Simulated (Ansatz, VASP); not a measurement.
## KCl in VASP and in Ansatz

The input INCAR:

```
SYSTEM = KCl
PREC     = Accurate       ! precision mode
ENCUT    = 520            ! plane-wave cutoff, eV
EDIFF    = 1E-6           ! SCF threshold, eV
ISMEAR   = -1             ! smearing method
SIGMA    = 0.03           ! smearing width, eV
LREAL    = .False.        ! projectors in reciprocal space
LASPH    = .True.         ! aspherical terms in the spheres
NELM     = 60             ! most SCF steps
ALGO     = Normal         ! electronic algorithm
ISIF     = 2              ! what is computed and relaxed
LWAVE    = .False.        ! write WAVECAR
LCHARG   = .False.        ! write CHGCAR
GGA      = PS             ! functional
NBANDS   = 15             ! bands
```

Contents of KPOINTS:

```
regular mesh
0
Gamma
  7 7 7
  0 0 0
```

Contents of POSCAR:

```
KCl
1.0
    0.0000000000      3.1561000000      3.2192220000
    3.1561000000      0.0000000000      3.2192220000
    3.1561000000      3.1561000000      0.0000000000
K Cl
1 1
Direct
    0.0000000000      0.0000000000      0.0000000000
    0.5000000000      0.5000000000      0.5000000000
```

Input for Ansatz:

```yaml
crystal:
  lattice:
    - [0.0, 3.1561, 3.219222]
    - [3.1561, 0.0, 3.219222]
    - [3.1561, 3.1561, 0.0]
  atoms:
    - { symbol: K, position: [0.0, 0.0, 0.0] }
    - { symbol: Cl, position: [0.5, 0.5, 0.5] }
kpoints:
  mp_grid: { grid: [7, 7, 7] }
  band_path:
    path:
      - [0.0, 0.0, 0.0]
      - [0.0, 0.5, 0.5]
      - [0.25, 0.75, 0.5]
      - [0.0, 0.5, 0.0]
      - [0.0, 0.0, 0.0]
      - [0.5, 0.5, 0.0]
      - [0.3701460977, 0.6298539023, 0.0]
      - [-0.3701460977, 0.3701460977, 0.0]
      - [0.0, 0.0, 0.0]
    npoints: 5
scf:
  occupations: { method: fermi_dirac, width: 0.03 }
hamiltonian:
  xc: pbesol
  pseudopotentials: { kind: all_electron, lapw: { basis_error: 0.0005 } }
output:
  forces: true
  stress: true
  eigenvalues: true
```

Change from the starting cell: zz strain of +2 %.

Alike in both runs: task single point; functional PBEsol; k mesh 7 × 7 × 7; occupations fermi-dirac, width 0.03 eV; no spin polarisation.

|  | VASP | Ansatz |
| --- | --- | --- |
| version | VASP 6.6.1 | Ansatz 0.2.0 |
| potentials or method | VASP PAW PBE potentials, release 64 (K_sv, Cl), cutoff 520 eV | all-electron LAPW, scalar-relativistic |

|  | VASP | Ansatz | Ansatz less VASP |
| --- | --- | --- | --- |
| gap on the k mesh at the Fermi level (eV) | 4.93 | 4.93 | +0.004 |
| pressure (GPa) | -0.8 | -0.8 | -0.03 |
| traceless stress, the component that is largest in VASP (GPa) | -0.35 | -0.34 | +0.009 |

VASP's potentials were made for PBE, not for PBEsol. Ansatz ran all-electron here, and VASP with PAW potentials.
